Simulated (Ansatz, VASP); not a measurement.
SrTe: VASP beside Ansatz

```
Sr Te
1.0
     0.02515    3.35276    3.35276
     3.35276    0.02515    3.35276
     3.37790    3.37790    0.00000
Sr Te
1 1
Cartesian
  0.0000 0.0000 0.0000
  3.3779 3.3779 3.3528
```

Change from the starting cell: shear_xy strain +1.5%.

Alike in both runs: task single point; functional r2SCAN; k mesh 6 × 6 × 6; no spin polarisation.

```csv
,VASP,Ansatz
version,VASP 6.6.1,Ansatz 0.2.0
potentials or method,"VASP PAW PBE potentials, release 64 (Sr_sv, Te)","plane waves, PAW"
plane-wave cutoff (eV),550,500
occupations,"gaussian, width 0.01 eV",fixed
valence electrons in the cell,16,26
```

```csv
,VASP,Ansatz,Ansatz less VASP
gap on the k mesh at the Fermi level (eV),2.10,2.13,+0.027
pressure (GPa),0.1,0.0,-0.09
"traceless stress, the component that is largest in VASP (GPa)",-0.24,-0.25,-0.001
```

VASP's potentials were made for PBE, not for r2SCAN. VASP's potentials hold 16 valence electrons a cell and Ansatz's 26, so a difference there can come from the potentials and not from the codes.

Spin-orbit coupling is off throughout.
